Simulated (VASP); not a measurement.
# Ti (Im-3m) in VASP: further runs

Ti is run at these levels: PBEsol, LDA, PBE; tasks: single point, relaxation of cell and atoms.

All numbers are computed with VASP 6.6.1; they aren't measurements. Logs are shortened: lines on timing, memory, paths and dates and some standing lists are left out, and cuts for length are marked.

### 1 The cell of the first run

Symmetry: Im-3m, No. 229, cubic system. Conventional cell: a = 3.282 Å, b = 3.282 Å, c = 3.282 Å, α = 90.00°, β = 90.00°, γ = 90.00°. Ti (site symmetry m-3m) has 14 Ti at 2.84 to 3.28 Å within 3.7 Å.

### 2 Single point, PBEsol, collinear spin, ferromagnetic start

Input file INCAR:

```
PREC = Accurate
ENCUT = 520
EDIFF = 1E-6
ISMEAR = -5
SIGMA = 0.1
LREAL = False
LASPH = True
NELM = 150
ALGO = Fast
ISIF = 2
LWAVE = False
LCHARG = True
ISPIN = 2
MAGMOM = 1
LORBIT = 11
LMAXMIX = 4
GGA = PS
LELF = True
LVHAR = True
NBANDS = 16
```

Input file KPOINTS:

```
Automatic mesh
0
Gamma
  11 11 11
```

Input file POSCAR:

```
Ti
1.0
   -1.6410000000      1.6410000000      1.6410000000
    1.6410000000     -1.6410000000      1.6410000000
    1.6410000000      1.6410000000     -1.6410000000
Ti
1
Direct
    0.0000000000      0.0000000000      0.0000000000
```

Potentials or basis: VASP PAW PBE potentials, release 64 (Ti_sv).

Launch:

```console
cat potpaw_PBE.64/Ti_sv/POTCAR > POTCAR
mpirun -np 1 vasp_std > vasp.out
```

OUTCAR:

```text
PREC = Accurate
   ENCUT = 520
   EDIFF = 1E-6
   ISMEAR = -5
   LREAL = False
   LASPH = True
   NELM = 150
   ISIF = 2
   ISPIN = 2
   LORBIT = 11
   GGA = PS

 ion  position               nearest neighbor table
   1  0.000  0.000  0.000-

  LATTYP: Found a body centered cubic cell.
 ALAT       =     3.2820000000

  Lattice vectors:

 A1 = (  -1.6410000000,   1.6410000000,   1.6410000000)
 A2 = (   1.6410000000,  -1.6410000000,   1.6410000000)
 A3 = (   1.6410000000,   1.6410000000,  -1.6410000000)

Analysis of symmetry for initial positions (statically):
=====================================================================
 Subroutine PRICEL returns:
 Original cell was already a primitive cell.

 Routine SETGRP: Setting up the symmetry group for a
 body centered cubic supercell.

 Subroutine GETGRP returns: Found 48 space group operations
 (whereof 48 operations were pure point group operations)
 out of a pool of 48 trial point group operations.

The static configuration has the point symmetry O_h .

Analysis of symmetry for dynamics (positions and initial velocities):
=====================================================================
 Subroutine PRICEL returns:
 Original cell was already a primitive cell.

 Routine SETGRP: Setting up the symmetry group for a
 body centered cubic supercell.

 Subroutine GETGRP returns: Found 48 space group operations
 (whereof 48 operations were pure point group operations)
 out of a pool of 48 trial point group operations.

The dynamic configuration has the point symmetry O_h .

Analysis of structural, dynamic, and magnetic symmetry:
=====================================================================
 Subroutine PRICEL returns:
 Original cell was already a primitive cell.

 Routine SETGRP: Setting up the symmetry group for a
 body centered cubic supercell.

 Subroutine GETGRP returns: Found 48 space group operations
 (whereof 48 operations were pure point group operations)
 out of a pool of 48 trial point group operations.

The overall configuration has the point symmetry O_h .

 Subroutine INISYM returns: Found 48 space group operations
 (whereof 48 operations are pure point group operations),
 and found     1 'primitive' translations

----------------------------------------------------------------------------------------

                                     Primitive cell

  volume of cell :      17.6761

  direct lattice vectors                    reciprocal lattice vectors
    -1.641000000  1.641000000  1.641000000     0.000000000  0.304692261  0.304692261
     1.641000000 -1.641000000  1.641000000     0.304692261  0.000000000  0.304692261
     1.641000000  1.641000000 -1.641000000     0.304692261  0.304692261  0.000000000

  length of vectors
     2.842295375  2.842295375  2.842295375     0.430899928  0.430899928  0.430899928

  position of ions in fractional coordinates (direct lattice)
     0.000000000  0.000000000  0.000000000

  ion indices of the primitive-cell ions
   primitive index   ion index
                 1           1

----------------------------------------------------------------------------------------

 KPOINTS: Automatic mesh

Automatic generation of k-mesh.
 Grid dimensions read from file:
 generate k-points for:   11   11   11

 Generating k-lattice:

  Cartesian coordinates                     Fractional coordinates (reciprocal lattice)
     0.000000000  0.027699296  0.027699296     0.090909091  0.000000000  0.000000000
     0.027699296  0.000000000  0.027699296     0.000000000  0.090909091  0.000000000
     0.027699296  0.027699296  0.000000000     0.000000000  0.000000000  0.090909091

  Length of vectors
     0.039172721  0.039172721  0.039172721

  Shift w.r.t. Gamma in fractional coordinates (k-lattice)
     0.000000000  0.000000000  0.000000000

 TETIRR: Found   1471 inequivalent tetrahedra from     7986

 Subroutine IBZKPT returns following result:
 ===========================================

 Found     56 irreducible k-points:

 Following reciprocal coordinates:
            Coordinates               Weight
  0.000000  0.000000  0.000000      1.000000
  0.090909  0.000000  0.000000     12.000000
  0.181818  0.000000  0.000000     12.000000
  0.272727  0.000000  0.000000     12.000000
  0.363636  0.000000  0.000000     12.000000
  0.454545  0.000000  0.000000     12.000000
[... 16 lines left out ...]
  0.272727  0.181818  0.090909     48.000000
  0.363636  0.181818  0.090909     24.000000
 [... further k-points ...]
   k-points           NKPTS =     56   k-points in BZ     NKDIM =     56   number of bands    NBANDS=     16
   number of dos      NEDOS =    301   number of ions     NIONS =      1
   total plane-waves  NPLWV =  13824
   dimension x,y,z NGX =    24 NGY =   24 NGZ =   24
   dimension x,y,z NGXF=    48 NGYF=   48 NGZF=   48
   ions per type =               1
   NGX,Y,Z   is equivalent  to a cutoff of  14.04, 14.04, 14.04 a.u.
   NGXF,Y,Z  is equivalent  to a cutoff of  28.08, 28.08, 28.08 a.u.
 SYSTEM =  unknown system
   PREC   = accura    normal or accurate (medium, high low for compatibility)
   ISTART =      0    job   : 0-new  1-cont  2-samecut
   ICHARG =      2    charge: 1-file 2-atom 10-const
   ISPIN  =      2    spin polarized calculation?
   LNONCOLLINEAR =      F non collinear calculations
   LSORBIT =      F    spin-orbit coupling
   LASPH  =      T    aspherical Exc in radial PAW
   ENCUT  =  520.0 eV  38.22 Ry    6.18 a.u.   5.28  5.28  5.28*2*pi/ulx,y,z
   NELM   =    150;   NELMIN=  2; NELMDL= -5     # of ELM steps
   EDIFF  = 0.1E-05   stopping-criterion for ELM
   LREAL  =      F    real-space projection
   EDIFFG = 0.1E-04   stopping-criterion for IOM
   NSW    =      0    number of steps for IOM
   IBRION =     -1    ionic relax: 0-MD 1-quasi-New 2-CG
   NFREE  =      0    steps in history (QN), initial steepest desc. (CG)
   ISIF   =      2    stress and relaxation
   ISYM   =      2    0-nonsym 1-usesym 2-fastsym
   POTIM  = 0.5000    time-step for ionic-motion
   TEBEG  =    0.0;   TEEND  =   0.0 temperature during run
   PSTRESS=    0.0 pullay stress
   NELECT =      12.0000    total number of electrons
   NUPDOWN=      -1.0000    fix difference up-down
   EMIN   =  10.00;   EMAX   =-10.00  energy-range for DOS
   EFERMI =   0.00;   METHOD = LEGACY
   ISMEAR =    -5;   SIGMA  =   0.10  broadening in eV -4-tet -1-fermi 0-gaus
   EFERMI_NEDOS =   21; number of points for ismear=-14 and -15
   IALGO  =     68    algorithm
   IMIX   =      4    mixing-type and parameters
     AMIX     =   0.40;   BMIX     =  1.00
     AMIX_MAG =   1.60;   BMIX_MAG =  1.00
  volume/ion in A,a.u.               =      17.68       119.28
  Fermi-wavevector in a.u.,A,eV,Ry     =   1.438821  2.718977 28.166848  2.070205
  Thomas-Fermi vector in A             =   2.557745
   LORBIT       =     11    0 simple, 1 ext, 2 COOP (PROOUT), +10 PAW based schemes
   GGA     = PS    functional components
   LHFCALC =     F    Hartree Fock is set to
   AEXX    =    0.0000 exact exchange contribution
   IVDW    =     0    specifies the selected vdW correction
   LEPSILON=     F    determine dielectric tensor
   LRPA    =     F    only Hartree local field effects (RPA)
 spin polarized calculation
 RMM-DIIS sequential band-by-band and
 Fermi weights with tetrahedron method with Bloechl corrections
  energy-cutoff  :      520.00
  volume of cell :       17.68
 maximum number of plane-waves:       486
 NGX is ok and might be reduce to    24
   NGX = 11   NGY = 11   NGZ = 11

 number of electron      12.0000001 magnetization       0.0001810

 number of electron      12.0000001 magnetization      -0.0001368

 Free energy of the ion-electron system (eV)
  ---------------------------------------------------
  ext. energy  EPLUGINS =         0.00000000
  ---------------------------------------------------
  free energy    TOTEN  =        -8.20887830 eV

  energy without entropy =       -8.20887830  energy(sigma->0) =       -8.20887830

 E-fermi :   7.7900     XC(G=0): -11.5466

 val. band max:        7.8187749718   @ k =  -0.3636   0.3636   0.0909
 cond. band min:       7.7584329272   @ k =  -0.3636  -0.4545   0.0909
 fundamental gap:     -0.0603420446
 Fermi energy:         7.7899863703

 spin component 1

 k-point     1 :       0.0000    0.0000    0.0000
  band No.  band energies     occupation
      1     -48.5395      1.00000
      2     -24.5107      1.00000
      3     -24.5107      1.00000
      4     -24.5107      1.00000
      5       1.8630      1.00000
      6       8.7552      0.00000
[... 8 lines left out ...]
     15      30.9674      0.00000
     16      34.3187      0.00000

 k-point     2 :       0.0909    0.0000    0.0000
  band No.  band energies     occupation
      1     -48.5297      1.00000
      2     -24.5639      1.00000
      3     -24.5272      1.00000
      4     -24.5110      1.00000
      5       2.1398      1.00000
      6       8.6312      0.00000
[... 8 lines left out ...]
     15      31.1414      0.00000
     16      31.9181      0.00000

 k-point     3 :       0.1818    0.0000    0.0000
  band No.  band energies     occupation
      1     -48.5033      1.00000
      2     -24.7048      1.00000
      3     -24.5711      1.00000
      4     -24.5118      1.00000
      5       2.9172      1.00000
      6       8.3152     -0.00138
[... 8 lines left out ...]
     15      29.7168      0.00000
     16      30.1036      0.00000
[... 362 lines left out ...]
 k-point    23 :       0.2727    0.1818    0.0909
  band No.  band energies     occupation
      1     -48.4152      1.00000
      2     -25.0370      1.00000
      3     -24.7549      1.00000
      4     -24.6087      1.00000
      5       6.2334      1.00000
      6       7.2304      1.00000
[... 8 lines left out ...]
     15      32.6011      0.00000
     16      34.5550      0.00000

 k-point    24 :       0.3636    0.1818    0.0909
  band No.  band energies     occupation
      1     -48.4082      1.00000
      2     -25.0385      1.00000
      3     -24.7977      1.00000
      4     -24.6129      1.00000
      5       6.3404      1.00000
      6       7.1964      1.00000
[... 8 lines left out ...]
     15      32.5075      0.00000
     16      34.6315      0.00000

 [... further k-points ...]

 spin component 2

 k-point     1 :       0.0000    0.0000    0.0000
  band No.  band energies     occupation
      1     -48.5396      1.00000
      2     -24.5107      1.00000
      3     -24.5107      1.00000
      4     -24.5107      1.00000
      5       1.8629      1.00000
      6       8.7551      0.00000
[... 8 lines left out ...]
     15      30.9672      0.00000
     16      34.3186      0.00000

 k-point     2 :       0.0909    0.0000    0.0000
  band No.  band energies     occupation
      1     -48.5298      1.00000
      2     -24.5640      1.00000
      3     -24.5272      1.00000
      4     -24.5111      1.00000
      5       2.1397      1.00000
      6       8.6312      0.00000
[... 8 lines left out ...]
     15      31.1487      0.00000
     16      31.9179      0.00000

 k-point     3 :       0.1818    0.0000    0.0000
  band No.  band energies     occupation
      1     -48.5034      1.00000
      2     -24.7049      1.00000
      3     -24.5711      1.00000
      4     -24.5119      1.00000
      5       2.9171      1.00000
      6       8.3151     -0.00139
[... 8 lines left out ...]
     15      29.7166      0.00000
     16      30.1090      0.00000
[... 362 lines left out ...]
 k-point    23 :       0.2727    0.1818    0.0909
  band No.  band energies     occupation
      1     -48.4153      1.00000
      2     -25.0370      1.00000
      3     -24.7549      1.00000
      4     -24.6088      1.00000
      5       6.2333      1.00000
      6       7.2303      1.00000
[... 8 lines left out ...]
     15      32.6010      0.00000
     16      34.5593      0.00000

 k-point    24 :       0.3636    0.1818    0.0909
  band No.  band energies     occupation
      1     -48.4082      1.00000
      2     -25.0385      1.00000
      3     -24.7977      1.00000
      4     -24.6130      1.00000
      5       6.3403      1.00000
      6       7.1963      1.00000
[... 8 lines left out ...]
     15      32.5074      0.00000
     16      34.6314      0.00000

 [... further k-points ...]

------------------------ aborting loop because EDIFF is reached ----------------------------------------

  FORCE on cell =-STRESS in cart. coord.  units (eV):
  Direction    XX          YY          ZZ          XY          YZ          ZX
  --------------------------------------------------------------------------------------
  -------------------------------------------------------------------------------------
  Total       -0.8002523     -0.8002523     -0.8002523      0.0000000      0.0000000     -0.0000000
  in kB      -72.5356922    -72.5356922    -72.5356922      0.0000000      0.0000000     -0.0000000
  external PRESSURE =     -72.5356922 kB  Pullay stress =       0.0000000 kB

 VOLUME and BASIS-vectors are now :
 -----------------------------------------------------------------------------
  energy-cutoff  :      520.00
  volume of cell :       17.68
      direct lattice vectors                 reciprocal lattice vectors
    -1.641000000  1.641000000  1.641000000     0.000000000  0.304692261  0.304692261
     1.641000000 -1.641000000  1.641000000     0.304692261  0.000000000  0.304692261
     1.641000000  1.641000000 -1.641000000     0.304692261  0.304692261  0.000000000

 POSITION                                       TOTAL-FORCE (eV/Angst)
 -----------------------------------------------------------------------------------
      0.00000      0.00000      0.00000         0.000000      0.000000     -0.000000
 -----------------------------------------------------------------------------------
    total drift:                               -0.000000     -0.000000      0.000000

  FREE ENERGIE OF THE ION-ELECTRON SYSTEM (eV)
  ---------------------------------------------------
  free  energy   TOTEN  =        -8.2088782962 eV

  energy  without entropy=       -8.2088782962  energy(sigma->0) =       -8.20887830

 total charge

# of ion       s       p       d       tot
------------------------------------------
    1        2.241   6.106   1.904  10.251

 magnetization (x)

# of ion       s       p       d       tot
------------------------------------------
    1        0.000  -0.000  -0.000  -0.000
```

Run time: 36 s. Hardware: 1 thread of AMD EPYC 9R45 (Zen 5), shared host; peak memory 0.14 GiB.

What came out:

- Free energy: -8.2089 eV
- Pressure: -7.3 GPa
- Band gap on the k mesh: zero (filled and empty bands overlap)
- Net moment: 0.00 μB per cell
- Valence electrons inside the program's atomic spheres: Ti 10.25

Caveat: the PAW data sets were made with another functional, which shifts forces and pressure a little; tetrahedron occupations give inexact forces and stress in metals.

### 3 Single point, PBEsol

This run uses another cell than the first one, of 16.52 Å³/atom, 0.935 times its volume.

Input file INCAR:

```
SYSTEM = Ti
  ALGO = Normal
  EDIFF = 1E-6
  ENCUT = 520
  GGA = PS
  ISIF = 2
  ISMEAR = -1
  LASPH = .True.
  LCHARG = .False.
  LREAL = .False.
  LWAVE = .False.
  NBANDS = 12
  NELM = 60
  PREC = Accurate
  SIGMA = 0.05
```

Input file KPOINTS:

```
k-points
0
Gamma
  11 11 11
  0 0 0
```

Input file POSCAR:

```
Ti
1.0
   -1.6045412156      1.6045412156      1.6045412156
    1.6045412156     -1.6045412156      1.6045412156
    1.6045412156      1.6045412156     -1.6045412156
Ti
1
Direct
    0.0000000000      0.0000000000      0.0000000000
```

Potentials or basis: VASP PAW PBE potentials, release 64 (Ti_sv).

Launch:

```console
cat potpaw_PBE.64/Ti_sv/POTCAR > POTCAR
mpirun -np 1 vasp_std > vasp.out
```

Run time: 13 s. Hardware: 1 thread of Intel Xeon Platinum 8259CL at 2.50GHz (Skylake/Cascade Lake), shared host; peak memory 0.14 GiB.

It converged, with:

```
Free energy            : -8.2444 eV
Pressure               : -0.3 GPa
Band gap on the k mesh : zero (band 6 reaches 9.53 eV, above the bottom of band 7 at 7.84 eV)
```

Levels at points of the mesh, in eV from the Fermi level:
| k point | band 4 | band 5 | band 6 | band 7 | band 8 | band 9 |
| --- | --- | --- | --- | --- | --- | --- |
| (0.00, 0.00, 0.00) | -32.07 | -6.05 | 1.04 | 1.04 | 1.04 | 2.93 |

Caveat: the PAW data sets were made with another functional, which shifts forces and pressure a little.

### 4 Single point, LDA

Input file INCAR:

```
  PREC = Accurate
  ENCUT = 520
  EDIFF = 1E-6
  ISMEAR = -1
  SIGMA = 0.05
  LREAL = False
  LASPH = True
  NELM = 100
  ALGO = Fast
  ISIF = 2
  LWAVE = False
  LCHARG = False
  NBANDS = 12
```

Input file KPOINTS:

```
regular mesh
0
Gamma
  11 11 11
```

Input file POSCAR:

```
Ti
1.0
   -1.6410000000      1.6410000000      1.6410000000
    1.6410000000     -1.6410000000      1.6410000000
    1.6410000000      1.6410000000     -1.6410000000
Ti
1
Direct
    0.0000000000      0.0000000000      0.0000000000
```

Potentials or basis: VASP PAW LDA potentials, release 64 (Ti_sv).

Launch:

```console
cat potpaw_LDA.64/Ti_sv/POTCAR > POTCAR
mpirun -np 1 vasp_std > vasp.out
```

Wall time 25 s (1 thread of Intel Xeon Platinum 8259CL at 2.50GHz (Skylake/Cascade Lake), shared host); peak memory 0.13 GiB.

Results (log left out):

```
Free energy            : -8.4024 eV
Pressure               : -11.0 GPa
Band gap on the k mesh : zero (band 6 reaches 8.62 eV, above the bottom of band 7 at 7.07 eV)
```

Levels at points of the mesh, in eV from the Fermi level:
```tsv
k point	band 2	band 3	band 4	band 5	band 6	band 7	band 8	band 9	band 10	band 11
(0.00, 0.00, 0.00)	-32.09	-32.09	-32.09	-5.83	0.95	0.95	0.95	2.68	2.68	17.38
```

(Continued in part 2 of 2.)
